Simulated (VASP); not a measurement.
Input of a VASP 6.6.1 run:

POSCAR

```
Se
1.0
    4.5932566246      0.0000000000      0.0000000000
   -2.2966283123      3.9778769230      0.0000000000
    0.0000000000      0.0000000000      4.9322249120
Se
3
Direct
    0.2172114877      0.0000000000      0.3333333333
    0.0000000000      0.2172114877      0.6666666667
    0.7827885123      0.7827885123      0.0000000000
```

INCAR.step1

```
  ALGO = Normal
  EDIFF = 1E-5
  ENCUT = 550
  GGA = PE
  GGA_COMPAT = False
  ISMEAR = 0
  LASPH = True
  LCHARG = False
  LREAL = False
  LWAVE = True
  NBANDS = 16
  NELM = 120
  PREC = Accurate
  SIGMA = 0.01
```

File INCAR.step2:

```
  ALGO = Normal
  EDIFF = 1E-6
  ENCUT = 550
  GGA_COMPAT = False
  ISIF = 2
  ISMEAR = 0
  ISTART = 1
  LASPH = True
  LCHARG = False
  LMIXTAU = True
  LREAL = False
  LWAVE = False
  METAGGA = R2SCAN
  NBANDS = 16
  NELM = 120
  PREC = Accurate
  SIGMA = 0.01
```

File KPOINTS:

```
k-points
0
Gamma
  6 6 4
```

Potentials or basis: VASP PAW PBE potentials, release 64 (Se).

Command:

```sh
$ cat potpaw_PBE.64/Se/POTCAR > POTCAR
$ cp INCAR.step1 INCAR
$ mpirun -np 1 vasp_std > vasp.out
$ cp INCAR.step2 INCAR
$ mpirun -np 1 vasp_std > vasp.out
```

Q: Estimate the largest force.

A: 0.241 eV/Å.

Q: Predict the pressure.

A: -0.8 GPa.

Q: What does it give for the band gap on the k mesh?

A: 1.50 eV (least direct gap 1.81 eV).

Forces in eV/Å, atoms in the order of the input:
```
Se  -0.241  0.000  0.000
Se   0.120 -0.208  0.000
Se   0.120  0.208  0.000
```

Caveat: the cell differs from its parent crystal (in-plane strain +0.02); the PAW data sets were made with another functional, which shifts forces and pressure a little. A k mesh can miss the band edges.
